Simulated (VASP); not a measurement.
# HPbNO4 (P2_1/m) in VASP: single point with PBE

Aim: the single point of HPbNO4 with PBE.

Everything below comes from runs of VASP 6.6.1. Logs are shortened: lines on timing, memory, paths and dates and some standing lists are left out, and cuts for length are marked.

**1. The cell of the first run**

Symmetry: P2_1/m, No. 11, monoclinic system. The conventional cell has a = 6.859 Å, b = 4.229 Å, c = 8.026 Å, α = 90.00°, β = 114.99°, γ = 90.00°. Within 1.3 Å of H (site symmetry m) lie 1 O at 0.99 Å. Pb (site symmetry m) has 8 O at 2.47 to 3.14 Å and 3 H at 2.95 Å and 1 N at 3.26 Å within 3.3 Å. N (site symmetry m) has 3 O at 1.24 to 1.28 Å within 1.7 Å. O (site symmetry m) has 1 H at 0.99 Å within 1.3 Å. Within 1.7 Å of O (site symmetry m) lie 1 N at 1.24 Å. Within 1.7 Å of O (site symmetry m) lie 1 N at 1.27 Å. Within 1.7 Å of O (site symmetry m) lie 1 N at 1.28 Å.

**2. Single point, PBE**

The input, INCAR:

```
PREC     = Accurate       # precision mode
ENCUT    = 520            # plane-wave cutoff, eV
EDIFF    = 1E-6           # SCF threshold, eV
ISMEAR   = 0              # smearing method
SIGMA    = 0.02           # smearing width, eV
LREAL    = F              # projectors in reciprocal space
LASPH    = T              # aspherical terms in the spheres
NELM     = 100            # most SCF steps
ALGO     = Normal         # electronic algorithm
ISIF     = 2              # what is computed and relaxed
LWAVE    = F              # write WAVECAR
LCHARG   = T              # write CHGCAR
GGA      = PE             # functional
LELF     = T              # ELF
LVHAR    = T            
NBANDS   = 57             # bands
```

The input, KPOINTS:

```
regular mesh
0
Gamma
  4 6 4
```

The input, POSCAR:

```
HPbNO4
1.0
    6.8587584917      0.0000000000     -0.0149072937
    0.0000000000      4.2286496904      0.0000000000
   -3.3751913095      0.0000000000      7.2819414864
H Pb N O
2 2 2 8
Direct
    0.2254899157      0.7500000000      0.5073003708
    0.7745100843      0.2500000000      0.4926996292
    0.3022940900      0.2500000000      0.2849375946
    0.6977059100      0.7500000000      0.7150624054
    0.2148408992      0.7500000000      0.8356692592
    0.7851591008      0.2500000000      0.1643307408
    0.3307820719      0.7500000000      0.4533852984
    0.4090939191      0.7500000000      0.8690133742
    0.1550834149      0.7500000000      0.9653665023
    0.0708277719      0.7500000000      0.6695514892
    0.6692179281      0.2500000000      0.5466147016
    0.5909060809      0.2500000000      0.1309866258
    0.8449165851      0.2500000000      0.0346334977
    0.9291722281      0.2500000000      0.3304485108
```

Potentials or basis: VASP PAW PBE potentials, release 64 (H, Pb_d, N, O).

Started as:

```
$ cat potpaw_PBE.64/H/POTCAR potpaw_PBE.64/Pb_d/POTCAR potpaw_PBE.64/N/POTCAR potpaw_PBE.64/O/POTCAR > POTCAR
$ mpirun -np 1 vasp_std > vasp.out
```

OUTCAR:

```text
PREC = Accurate
   ENCUT = 520
   EDIFF = 1E-6
   ISMEAR = 0
   LREAL = F
   LASPH = T
   NELM = 100
   ISIF = 2
   GGA = PE

 ion  position               nearest neighbor table
   1  0.225  0.750  0.507-   7 0.99
   2  0.775  0.250  0.493-  11 0.99
   3  0.302  0.250  0.285-   7 2.47   7 2.47  11 2.51  14 2.73  12 2.74  13 2.92   4 3.98   4 3.98

   4  0.698  0.750  0.715-  11 2.47  11 2.47   7 2.51  10 2.73   8 2.74   9 2.92   3 3.98   3 3.98

   5  0.215  0.750  0.836-   8 1.24   9 1.27  10 1.28
   6  0.785  0.250  0.164-  12 1.24  13 1.27  14 1.28
   7  0.331  0.750  0.453-   1 0.99   3 2.47   3 2.47   4 2.51
   8  0.409  0.750  0.869-   5 1.24   4 2.74
   9  0.155  0.750  0.965-   5 1.27   4 2.92
  10  0.071  0.750  0.670-   5 1.28   4 2.73
  11  0.669  0.250  0.547-   2 0.99   4 2.47   4 2.47   3 2.51
  12  0.591  0.250  0.131-   6 1.24   3 2.74
  13  0.845  0.250  0.035-   6 1.27   3 2.92
  14  0.929  0.250  0.330-   6 1.28   3 2.73

  LATTYP: Found a simple monoclinic cell.
 ALAT       =     6.8587746919
 B/A-ratio  =     0.6165313602
 C/A-ratio  =     1.1701972268
 COS(beta)  =    -0.4224968900

  Lattice vectors:

 A1 = (   6.8587584917,   0.0000000000,  -0.0149072937)
 A2 = (   0.0000000000,   4.2286496904,   0.0000000000)
 A3 = (  -3.3751913095,   0.0000000000,   7.2819414864)

Analysis of symmetry for initial positions (statically):
=====================================================================
 Subroutine PRICEL returns:
 Original cell was already a primitive cell.

 Routine SETGRP: Setting up the symmetry group for a
 simple monoclinic supercell.

 Subroutine GETGRP returns: Found  4 space group operations
 (whereof  2 operations were pure point group operations)
 out of a pool of  4 trial point group operations.

The static configuration has the point symmetry S_2 .
 The point group associated with its full space group is C_2h.

Analysis of symmetry for dynamics (positions and initial velocities):
=====================================================================
 Subroutine PRICEL returns:
 Original cell was already a primitive cell.

 Routine SETGRP: Setting up the symmetry group for a
 simple monoclinic supercell.

 Subroutine GETGRP returns: Found  4 space group operations
[... 140 lines left out ...]
   NUPDOWN=      -1.0000    fix difference up-down
   EMIN   =  10.00;   EMAX   =-10.00  energy-range for DOS
   EFERMI =   0.00;   METHOD = LEGACY
   ISMEAR =     0;   SIGMA  =   0.02  broadening in eV -4-tet -1-fermi 0-gaus
   EFERMI_NEDOS =   21; number of points for ismear=-14 and -15
   IALGO  =     38    algorithm
   IMIX   =      4    mixing-type and parameters
     AMIX     =   0.40;   BMIX     =  1.00
     AMIX_MAG =   1.60;   BMIX_MAG =  1.00
  volume/ion in A,a.u.               =      15.07       101.70
  Fermi-wavevector in a.u.,A,eV,Ry     =   1.223161  2.311438 20.355975  1.496122
  Thomas-Fermi vector in A             =   2.358281
   LORBIT       =      0    0 simple, 1 ext, 2 COOP (PROOUT), +10 PAW based schemes
   GGA     = PE    functional components
   LHFCALC =     F    Hartree Fock is set to
   AEXX    =    0.0000 exact exchange contribution
   IVDW    =     0    specifies the selected vdW correction
   LEPSILON=     F    determine dielectric tensor
   LRPA    =     F    only Hartree local field effects (RPA)
 non-spin polarized calculation
 Gauss-broadening in eV      SIGMA  =   0.02
  energy-cutoff  :      520.00
  volume of cell :      210.99
 maximum number of plane-waves:      5716
 NGX is ok and might be reduce to    54
   NGX = 25   NGY = 15   NGZ = 29

 number of electron      87.9999984 magnetization

 Free energy of the ion-electron system (eV)
  ---------------------------------------------------
  ext. energy  EPLUGINS =         0.00000000
  ---------------------------------------------------
  free energy    TOTEN  =       -81.10795678 eV

  energy without entropy =      -81.10795678  energy(sigma->0) =      -81.10795678

 E-fermi :   0.5941     XC(G=0):  -8.3889

 val. band max:        0.4778303241   @ k =   0.5000   0.0000   0.5000
 cond. band min:       3.5325192223   @ k =   0.0000   0.3333   0.5000
 fundamental gap:      3.0546888983
 Fermi energy:         0.5941228743

 k-point     1 :       0.0000    0.0000    0.0000
  band No.  band energies     occupation
      1     -25.1438      2.00000
      2     -25.1061      2.00000
      3     -19.8222      2.00000
      4     -19.7401      2.00000
      5     -19.4609      2.00000
      6     -19.4059      2.00000
[... 1405 lines left out ...]
     55       9.2641      0.00000
     56       9.7142      0.00000

 [... further k-points ...]

 [bands above 56 left out]

------------------------ aborting loop because EDIFF is reached ----------------------------------------

  FORCE on cell =-STRESS in cart. coord.  units (eV):
  Direction    XX          YY          ZZ          XY          YZ          ZX
  --------------------------------------------------------------------------------------
  -------------------------------------------------------------------------------------
  Total        1.4433193     -0.2228666      1.0464272      0.0000000      0.0000000     -0.0409909
  in kB       10.9601454     -1.6923841      7.9462629      0.0000000      0.0000000     -0.3112727
  external PRESSURE =       5.7380081 kB  Pullay stress =       0.0000000 kB

 VOLUME and BASIS-vectors are now :
 -----------------------------------------------------------------------------
  energy-cutoff  :      520.00
  volume of cell :      210.99
      direct lattice vectors                 reciprocal lattice vectors
     6.858758492  0.000000000 -0.014907294     0.145946008  0.000000000  0.067646204
     0.000000000  4.228649690  0.000000000     0.000000000  0.236482110  0.000000000
    -3.375191309  0.000000000  7.281941486     0.000298775  0.000000000  0.137464497

 POSITION                                       TOTAL-FORCE (eV/Angst)
 -----------------------------------------------------------------------------------
     -0.16565      3.17149      3.69077        -0.091566      0.000000      0.036429
      3.64922      1.05716      3.57626         0.091566     -0.000000     -0.036429
      1.11164      1.05716      2.07039         0.009405      0.000000     -0.008781
      2.37192      3.17149      5.19664        -0.009405     -0.000000      0.008781
     -1.34700      3.17149      6.08209        -0.088281      0.000000     -0.021647
      4.83057      1.05716      1.18494         0.088281     -0.000000      0.021647
      0.73849      3.17149      3.29659         0.074312      0.000000     -0.031288
     -0.12721      3.17149      6.32201         0.457292     -0.000000      0.075593
     -2.19462      3.17149      7.02743        -0.242374     -0.000000      0.262456
     -1.77407      3.17149      4.87458        -0.113111     -0.000000     -0.314751
      2.74507      1.05716      3.97044        -0.074312     -0.000000      0.031288
      3.61078      1.05716      0.94503        -0.457292     -0.000000     -0.075593
      5.67818      1.05716      0.23960         0.242374     -0.000000     -0.262456
      5.25764      1.05716      2.39246         0.113111     -0.000000      0.314751
 -----------------------------------------------------------------------------------
    total drift:                                0.000000      0.000000     -0.000000

  FREE ENERGIE OF THE ION-ELECTRON SYSTEM (eV)
  ---------------------------------------------------
  free  energy   TOTEN  =       -81.1079567781 eV

  energy  without entropy=      -81.1079567781  energy(sigma->0) =      -81.10795678
```

Wall time 8.4 min (1 thread of AMD EPYC 7R13 (Zen 3), shared host); peak memory 0.53 GiB.

What came out:

| Quantity | Value |
| --- | --- |
| Free energy | -81.1080 eV |
| Pressure | 0.6 GPa |
| Largest force | 0.463 eV/Å |
| Band gap on the k mesh | 3.05 eV (least direct gap 3.27 eV) |

Forces in eV/Å, atoms in the order of the input:
```
H   -0.092  0.000  0.036
H    0.092  0.000 -0.036
Pb   0.009  0.000 -0.009
Pb  -0.009  0.000  0.009
N   -0.088  0.000 -0.022
N    0.088  0.000  0.022
O    0.074  0.000 -0.031
O    0.457  0.000  0.076
O   -0.242  0.000  0.262
O   -0.113  0.000 -0.315
O   -0.074  0.000  0.031
O   -0.457  0.000 -0.076
O    0.242  0.000 -0.262
O    0.113  0.000  0.315
```

Stress tensor (GPa, compression positive):
```
 1.10  0.00 -0.03
 0.00 -0.17  0.00
-0.03  0.00  0.79
```

Caveat: the standard files for N, O and F lose accuracy on very short bonds; spin-orbit coupling is left out, which moves the levels of the heavy elements.
